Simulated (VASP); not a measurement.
# Pb (P-1) in VASP: single point with PBE

Aim: the single point of Pb with PBE.

Everything below comes from runs of VASP 6.6.1. Logs are shortened: lines on timing, memory, paths and dates and some standing lists are left out, and cuts for length are marked.

### 1 The cell of the first run

The typed cell holds 2 atoms: a = 3.480 Å, b = 3.480 Å, c = 5.590 Å, α = 90.00°, β = 90.00°, γ = 120.00°.

### 2 Single point, PBE (one atom moved)

The input, INCAR:

```
ALGO     = Normal         # electronic algorithm
EDIFF    = 1E-6           # SCF threshold, eV
ENCUT    = 520            # plane-wave cutoff, eV
GGA      = PE             # functional
ISIF     = 2              # what is computed and relaxed
ISMEAR   = 0              # smearing method
LASPH    = True           # aspherical terms in the spheres
LCHARG   = True           # write CHGCAR
LELF     = True           # ELF
LREAL    = False          # projectors in reciprocal space
LVHAR    = True         
LWAVE    = False          # write WAVECAR
NBANDS   = 21             # bands
NELM     = 100            # most SCF steps
PREC     = Accurate       # precision mode
SIGMA    = 0.1            # smearing width, eV
```

The input, KPOINTS:

```
k-points
0
Gamma
  12 12 8
```

The input, POSCAR:

```
Pb
1.0
    3.4800006906      0.0000000000      0.0000000000
   -1.7400003453      3.0137690032      0.0000000000
    0.0000000000      0.0000000000      5.5900000000
Pb
2
Direct
    0.4536752170      0.7005976016      0.2548908766
    0.6666666667      0.3333333333      0.7500000000
```

Potentials or basis: VASP PAW PBE potentials, release 64 (Pb_d).

Run with:

```bash
cat potpaw_PBE.64/Pb_d/POTCAR > POTCAR
mpirun -np 1 vasp_std > vasp.out
```

OUTCAR:

```text
EDIFF = 1E-6
   ENCUT = 520
   GGA = PE
   ISIF = 2
   ISMEAR = 0
   LASPH = True
   LREAL = False
   NELM = 100
   PREC = Accurate

 ion  position               nearest neighbor table
   1  0.454  0.701  0.255-   2 3.28   2 3.33   2 3.38   2 3.43   2 3.65   2 3.69
   2  0.667  0.333  0.750-   1 3.28   1 3.33   1 3.38   1 3.43   1 3.65   1 3.69

  LATTYP: Found a hexagonal cell.
 ALAT       =     3.4800006906
 C/A-ratio  =     1.6063215203

  Lattice vectors:

 A1 = (   3.4800006906,   0.0000000000,   0.0000000000)
 A2 = (  -1.7400003453,   3.0137690032,   0.0000000000)
 A3 = (   0.0000000000,   0.0000000000,   5.5900000000)

Analysis of symmetry for initial positions (statically):
=====================================================================
 Subroutine PRICEL returns:
 Original cell was already a primitive cell.

 Routine SETGRP: Setting up the symmetry group for a
 hexagonal supercell.

 Subroutine GETGRP returns: Found  2 space group operations
 (whereof  1 operations were pure point group operations)
 out of a pool of 24 trial point group operations.

The static configuration has the point symmetry C_1 .
 The point group associated with its full space group is S_2 .

Analysis of symmetry for dynamics (positions and initial velocities):
=====================================================================
 Subroutine PRICEL returns:
 Original cell was already a primitive cell.

 Routine SETGRP: Setting up the symmetry group for a
 hexagonal supercell.

 Subroutine GETGRP returns: Found  2 space group operations
 (whereof  1 operations were pure point group operations)
 out of a pool of 24 trial point group operations.

The dynamic configuration has the point symmetry C_1 .
 The point group associated with its full space group is S_2 .

 Subroutine INISYM returns: Found  2 space group operations
 (whereof  1 operations are pure point group operations),
 and found     1 'primitive' translations

----------------------------------------------------------------------------------------

                                     Primitive cell

  volume of cell :      58.6275

  direct lattice vectors                    reciprocal lattice vectors
     3.480000691  0.000000000  0.000000000     0.287356265  0.165905217  0.000000000
    -1.740000345  3.013769003  0.000000000     0.000000000  0.331810434  0.000000000
     0.000000000  0.000000000  5.590000000     0.000000000  0.000000000  0.178890877

  length of vectors
     3.480000691  3.480000691  5.590000000     0.331810434  0.331810434  0.178890877

  position of ions in fractional coordinates (direct lattice)
     0.453675217  0.700597602  0.254890877
     0.666666667  0.333333333  0.750000000

  ion indices of the primitive-cell ions
   primitive index   ion index
                 1           1
                 2           2

----------------------------------------------------------------------------------------

 KPOINTS: k-points

Automatic generation of k-mesh.
 Grid dimensions read from file:
 generate k-points for:   12   12    8

 Generating k-lattice:

  Cartesian coordinates                     Fractional coordinates (reciprocal lattice)
     0.023946355  0.013825435  0.000000000     0.083333333  0.000000000  0.000000000
     0.000000000  0.027650869  0.000000000     0.000000000  0.083333333  0.000000000
     0.000000000  0.000000000  0.022361360     0.000000000  0.000000000  0.125000000

  Length of vectors
     0.027650869  0.027650869  0.022361360

  Shift w.r.t. Gamma in fractional coordinates (k-lattice)
     0.000000000  0.000000000  0.000000000

 Subroutine IBZKPT returns following result:
 ===========================================

 Found    580 irreducible k-points:

 Following reciprocal coordinates:
            Coordinates               Weight
  0.000000  0.000000  0.000000      1.000000
  0.083333 -0.000000  0.000000      2.000000
  0.000000  0.083333  0.000000      2.000000
 -0.083333  0.083333  0.000000      2.000000
  0.166667  0.000000  0.000000      2.000000
  0.000000  0.166667  0.000000      2.000000
[... 16 lines left out ...]
  0.166667  0.083333  0.000000      2.000000
 -0.083333  0.250000  0.000000      2.000000
 [... further k-points ...]
   k-points           NKPTS =    580   k-points in BZ     NKDIM =    580   number of bands    NBANDS=     21
   number of dos      NEDOS =    301   number of ions     NIONS =      2
   total plane-waves  NPLWV =  32928
   dimension x,y,z NGX =    28 NGY =   28 NGZ =   42
   dimension x,y,z NGXF=    56 NGYF=   56 NGZF=   84
   ions per type =               2
   NGX,Y,Z   is equivalent  to a cutoff of  13.38, 13.38, 12.49 a.u.
   NGXF,Y,Z  is equivalent  to a cutoff of  26.75, 26.75, 24.98 a.u.
 SYSTEM =  unknown system
   PREC   = accura    normal or accurate (medium, high low for compatibility)
   ISTART =      0    job   : 0-new  1-cont  2-samecut
   ICHARG =      2    charge: 1-file 2-atom 10-const
   ISPIN  =      1    spin polarized calculation?
   LNONCOLLINEAR =      F non collinear calculations
   LSORBIT =      F    spin-orbit coupling
   LASPH  =      T    aspherical Exc in radial PAW
   ENCUT  =  520.0 eV  38.22 Ry    6.18 a.u.   6.47  6.47 10.39*2*pi/ulx,y,z
   NELM   =    100;   NELMIN=  2; NELMDL= -5     # of ELM steps
   EDIFF  = 0.1E-05   stopping-criterion for ELM
   LREAL  =      F    real-space projection
   EDIFFG = 0.1E-04   stopping-criterion for IOM
   NSW    =      0    number of steps for IOM
   IBRION =     -1    ionic relax: 0-MD 1-quasi-New 2-CG
   NFREE  =      0    steps in history (QN), initial steepest desc. (CG)
   ISIF   =      2    stress and relaxation
   ISYM   =      2    0-nonsym 1-usesym 2-fastsym
   POTIM  = 0.5000    time-step for ionic-motion
   TEBEG  =    0.0;   TEEND  =   0.0 temperature during run
   PSTRESS=    0.0 pullay stress
   NELECT =      28.0000    total number of electrons
   NUPDOWN=      -1.0000    fix difference up-down
   EMIN   =  10.00;   EMAX   =-10.00  energy-range for DOS
   EFERMI =   0.00;   METHOD = LEGACY
   ISMEAR =     0;   SIGMA  =   0.10  broadening in eV -4-tet -1-fermi 0-gaus
   EFERMI_NEDOS =   21; number of points for ismear=-14 and -15
   IALGO  =     38    algorithm
   IMIX   =      4    mixing-type and parameters
     AMIX     =   0.40;   BMIX     =  1.00
     AMIX_MAG =   1.60;   BMIX_MAG =  1.00
  volume/ion in A,a.u.               =      29.31       197.82
  Fermi-wavevector in a.u.,A,eV,Ry     =   1.279658  2.418202 22.279864  1.637524
  Thomas-Fermi vector in A             =   2.412130
   LORBIT       =      0    0 simple, 1 ext, 2 COOP (PROOUT), +10 PAW based schemes
   GGA     = PE    functional components
   LHFCALC =     F    Hartree Fock is set to
   AEXX    =    0.0000 exact exchange contribution
   IVDW    =     0    specifies the selected vdW correction
   LEPSILON=     F    determine dielectric tensor
   LRPA    =     F    only Hartree local field effects (RPA)
 non-spin polarized calculation
 Gauss-broadening in eV      SIGMA  =   0.10
  energy-cutoff  :      520.00
  volume of cell :       58.63
 maximum number of plane-waves:      1617
 NGX is ok and might be reduce to    28
   NGX = 13   NGY = 13   NGZ = 21

 number of electron      28.0000001 magnetization

 Free energy of the ion-electron system (eV)
  ---------------------------------------------------
  ext. energy  EPLUGINS =         0.00000000
  ---------------------------------------------------
  free energy    TOTEN  =        -7.00944973 eV

  energy without entropy =       -7.00374293  energy(sigma->0) =       -7.00659633

 E-fermi :   7.6225     XC(G=0): -10.3463

 val. band max:        7.6212876645   @ k =  -0.1667   0.5000   0.2500
 cond. band min:       7.6254715607   @ k =   0.3333   0.1667   0.3750
 fundamental gap:      0.0041838962
 Fermi energy:         7.6224875731

 k-point     1 :       0.0000    0.0000    0.0000
  band No.  band energies     occupation
      1      -9.4974      2.00000
      2      -9.4881      2.00000
      3      -9.4263      2.00000
      4      -9.4244      2.00000
      5      -9.3808      2.00000
      6      -9.3757      2.00000
[... 13 lines left out ...]
     20      16.8126      0.00000
     21      19.0809      0.00000

 k-point     2 :       0.0833   -0.0000    0.0000
  band No.  band energies     occupation
      1      -9.4999      2.00000
      2      -9.4814      2.00000
      3      -9.4303      2.00000
      4      -9.4073      2.00000
      5      -9.3735      2.00000
      6      -9.3622      2.00000
[... 13 lines left out ...]
     20      17.5454      0.00000
     21      18.6437      0.00000

 k-point     3 :       0.0000    0.0833    0.0000
  band No.  band energies     occupation
      1      -9.4866      2.00000
      2      -9.4805      2.00000
      3      -9.4310      2.00000
      4      -9.4204      2.00000
      5      -9.3844      2.00000
      6      -9.3595      2.00000
[... 13 lines left out ...]
     20      17.5324      0.00000
     21      18.5662      0.00000

 k-point     4 :      -0.0833    0.0833    0.0000
  band No.  band energies     occupation
      1      -9.4918      2.00000
      2      -9.4778      2.00000
      3      -9.4312      2.00000
      4      -9.4182      2.00000
      5      -9.3802      2.00000
      6      -9.3591      2.00000
[... 13 lines left out ...]
     20      17.4501      0.00000
     21      18.5313      0.00000

 k-point     5 :       0.1667    0.0000    0.0000
  band No.  band energies     occupation
      1      -9.5135      2.00000
      2      -9.4675      2.00000
      3      -9.4412      2.00000
      4      -9.3739      2.00000
      5      -9.3587      2.00000
      6      -9.3350      2.00000
[... 13 lines left out ...]
     20      17.4209      0.00000
     21      18.5261      0.00000

 k-point     6 :       0.0000    0.1667    0.0000
  band No.  band energies     occupation
      1      -9.4939      2.00000
      2      -9.4478      2.00000
      3      -9.4377      2.00000
      4      -9.4139      2.00000
      5      -9.3679      2.00000
      6      -9.3171      2.00000
[... 13 lines left out ...]
     20      17.8939      0.00000
     21      18.4003      0.00000

 k-point     7 :      -0.1667    0.1667    0.0000
  band No.  band energies     occupation
      1      -9.5043      2.00000
      2      -9.4461      2.00000
      3      -9.4358      2.00000
      4      -9.4076      2.00000
      5      -9.3565      2.00000
      6      -9.3240      2.00000
[... 13 lines left out ...]
     20      17.9669      0.00000
     21      18.4035      0.00000
[... 291 lines left out ...]
      1      -9.4893      2.00000
      2      -9.4749      2.00000
      3      -9.4394      2.00000
      4      -9.4025      2.00000
      5      -9.3657      2.00000
      6      -9.3356      2.00000
[... 13 lines left out ...]
     20      17.5648      0.00000
     21      17.9628      0.00000

 k-point    21 :      -0.0833    0.1667    0.0000
  band No.  band energies     occupation
      1      -9.4837      2.00000
      2      -9.4573      2.00000
      3      -9.4374      2.00000
      4      -9.4089      2.00000
      5      -9.3786      2.00000
      6      -9.3440      2.00000
[... 13 lines left out ...]
     20      17.4778      0.00000
     21      18.2554      0.00000

 k-point    22 :      -0.1667    0.0833    0.0000
  band No.  band energies     occupation
      1      -9.4933      2.00000
      2      -9.4785      2.00000
      3      -9.4396      2.00000
      4      -9.3928      2.00000
      5      -9.3552      2.00000
      6      -9.3408      2.00000
[... 13 lines left out ...]
     20      17.4360      0.00000
     21      18.0251      0.00000

 k-point    23 :       0.1667    0.0833    0.0000
  band No.  band energies     occupation
      1      -9.5074      2.00000
      2      -9.4636      2.00000
      3      -9.4550      2.00000
      4      -9.3691      2.00000
      5      -9.3560      2.00000
      6      -9.3457      2.00000
[... 13 lines left out ...]
     20      16.4894      0.00000
     21      18.3954      0.00000

 k-point    24 :      -0.0833    0.2500    0.0000
  band No.  band energies     occupation
      1      -9.4906      2.00000
      2      -9.4518      2.00000
      3      -9.4343      2.00000
      4      -9.3975      2.00000
      5      -9.3365      2.00000
      6      -9.3300      2.00000
[... 13 lines left out ...]
     20      16.9779      0.00000
     21      18.0423      0.00000

 [... further k-points ...]
[... 5 lines left out ...]
  --------------------------------------------------------------------------------------
  -------------------------------------------------------------------------------------
  Total        1.1507741      1.3593888      2.1744837     -0.2921925     -0.0015505      0.0373925
  in kB       31.4484737     37.1495168     59.4245142     -7.9850667     -0.0423717      1.0218654
  external PRESSURE =      42.6741682 kB  Pullay stress =       0.0000000 kB

 VOLUME and BASIS-vectors are now :
 -----------------------------------------------------------------------------
  energy-cutoff  :      520.00
  volume of cell :       58.63
      direct lattice vectors                 reciprocal lattice vectors
     3.480000691  0.000000000  0.000000000     0.287356265  0.165905217  0.000000000
    -1.740000345  3.013769003  0.000000000     0.000000000  0.331810434  0.000000000
     0.000000000  0.000000000  5.590000000     0.000000000  0.000000000  0.178890877

 POSITION                                       TOTAL-FORCE (eV/Angst)
 -----------------------------------------------------------------------------------
      0.35975      2.11144      1.42484        -0.116389      0.017228     -0.089858
      1.74000      1.00459      4.19250         0.116389     -0.017228      0.089858
 -----------------------------------------------------------------------------------
    total drift:                               -0.000007     -0.000006     -0.000008

  FREE ENERGIE OF THE ION-ELECTRON SYSTEM (eV)
  ---------------------------------------------------
  free  energy   TOTEN  =        -7.0094497315 eV

  energy  without entropy=       -7.0037429299  energy(sigma->0) =       -7.00659633
```

Run time: 5.4 min. Hardware: 1 thread of Intel Xeon Platinum 8488C (Sapphire Rapids), shared host; peak memory 0.62 GiB.

Results:

- Free energy: -7.0094 eV
- Pressure: 4.3 GPa
- Largest force: 0.148 eV/Å
- Band gap on the k mesh: zero (band 14 reaches 12.86 eV, above the bottom of band 15 at 5.54 eV)

Forces on the atoms (eV/Å):
```
Pb  -0.116  0.017 -0.090
Pb   0.116 -0.017  0.090
```

Caveat: the cell differs from its parent crystal (one atom moved); spin-orbit coupling is left out, which moves the levels of the heavy elements.
